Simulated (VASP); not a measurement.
**WC: single point with PBE**

WC:

```
CELL_PARAMETERS angstrom
3.13254 0.00000 0.00000
-1.56627 2.71286 0.00000
0.00000 0.00000 3.05532
ATOMIC_POSITIONS crystal
W 0.00000 0.00000 0.00000
C 0.66667 0.33333 0.50000
```

This cell differs from its parent crystal: strain +0.080 along x and y, +0.080 along z.

```json
{
 "Program": "VASP 6.6.1",
 "Task": "single point",
 "Functional": "PBE",
 "Potentials or basis": "VASP PAW PBE potentials, release 64 (W_sv, C)",
 "Cutoff": "520 eV",
 "k mesh": "18 × 18 × 16",
 "Occupations": "gaussian, width 0.15 eV",
 "Spin": "no spin polarisation"
}
```

The pressure is -50.9 GPa and the band gap on the k mesh is zero (band 9 reaches 8.68 eV, above the bottom of band 10 at 7.74 eV).

Stress tensor (GPa, compression positive):
```
-47.86   0.00   0.00
  0.00 -47.86   0.00
  0.00   0.00 -57.10
```

Levels at points of the mesh, in eV from the Fermi level:
| k point | band 5 | band 6 | band 7 | band 8 | band 9 | band 10 | band 11 | band 12 | band 13 | band 14 |
| --- | --- | --- | --- | --- | --- | --- | --- | --- | --- | --- |
| (0.00, 0.00, 0.00) | -12.78 | -3.20 | -2.51 | -2.51 | 0.10 | 2.29 | 2.29 | 4.47 | 4.47 | 4.67 |
| (0.50, 0.00, 0.00) | -10.16 | -5.95 | -2.75 | -2.63 | -0.34 | 1.70 | 3.30 | 3.51 | 5.55 | 7.83 |
| (0.00, 0.00, 0.50) | -9.90 | -7.27 | -1.51 | -1.51 | -0.39 | -0.39 | 2.76 | 3.89 | 3.89 | 8.49 |
| (0.50, 0.00, 0.50) | -9.96 | -5.17 | -3.59 | -3.29 | 0.03 | 3.13 | 3.75 | 4.72 | 7.04 | 7.31 |

Run time: 3.4 min on 1 thread of AMD EPYC 7571 (shared host), peak memory 0.22 GiB.

Caveat: the cell differs from its parent crystal (strain +0.080 along x and y, +0.080 along z); spin-orbit coupling is left out, which moves the levels of the heavy elements.
